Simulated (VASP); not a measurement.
C: single point with r2SCAN+D3(BJ)

Crystal: C.

```
CELL_PARAMETERS angstrom
2.55529 0.00000 0.00000
-1.27764 2.21295 0.00000
0.00000 0.00000 8.34550
ATOMIC_POSITIONS crystal
C 0.66667 0.33333 0.84375
C 0.33333 0.66667 0.34375
C 0.66667 0.33333 0.65625
C 0.33333 0.66667 0.15625
C 0.00000 0.00000 0.90625
C 0.00000 0.00000 0.40625
C 0.00000 0.00000 0.59375
C 0.00000 0.00000 0.09375
```

```
Program             : VASP 6.6.1
Task                : single point
Functional          : r2SCAN
Dispersion          : D3(BJ)
Potentials or basis : VASP PAW PBE potentials, release 64 (C)
Cutoff              : 520 eV
k mesh              : 12 × 12 × 4
Occupations         : fermi-dirac, width 0.05 eV
Spin                : no spin polarisation
```

* Pressure: -19.6 GPa
* Largest force: 0.335 eV/Å
* Band gap on the k mesh: 4.52 eV, indirect (least direct gap 5.32 eV)
* Dispersion energy per atom: -0.086 eV

Forces in eV/Å, atoms in the order of the input:
```
C    0.000  0.000  0.311
C    0.000  0.000  0.311
C    0.000  0.000 -0.311
C    0.000  0.000 -0.311
C    0.000  0.000  0.335
C    0.000  0.000  0.335
C    0.000  0.000 -0.335
C    0.000  0.000 -0.335
```

Stress tensor (GPa, compression positive):
```
-23.50   0.00   0.00
  0.00 -23.50   0.00
  0.00   0.00 -11.65
```

Levels at points of the mesh, in eV from the valence-band top:
| k point | band 13 | band 14 | band 15 | band 16 | band 17 | band 18 | band 19 | band 20 |
| --- | --- | --- | --- | --- | --- | --- | --- | --- |
| (0.00, 0.00, 0.00) | -1.78 | -0.22 | 0.00 | 0.00 | 5.32 | 5.32 | 5.85 | 7.20 |
| (0.50, 0.00, 0.00) | -5.10 | -4.67 | -3.77 | -3.00 | 4.58 | 5.66 | 6.07 | 6.20 |
| (0.00, 0.00, 0.50) | -0.69 | -0.69 | -0.69 | -0.69 | 6.13 | 6.13 | 6.13 | 6.13 |
| (0.50, 0.00, 0.50) | -4.82 | -4.82 | -3.74 | -3.74 | 4.95 | 4.95 | 7.34 | 7.34 |

It took 5.3 min on 1 thread of AMD EPYC 7R13, on a shared host, peak memory 0.17 GiB.

Caveat: the PAW data sets were made with another functional, which shifts forces and pressure a little. A k mesh can miss the band edges.
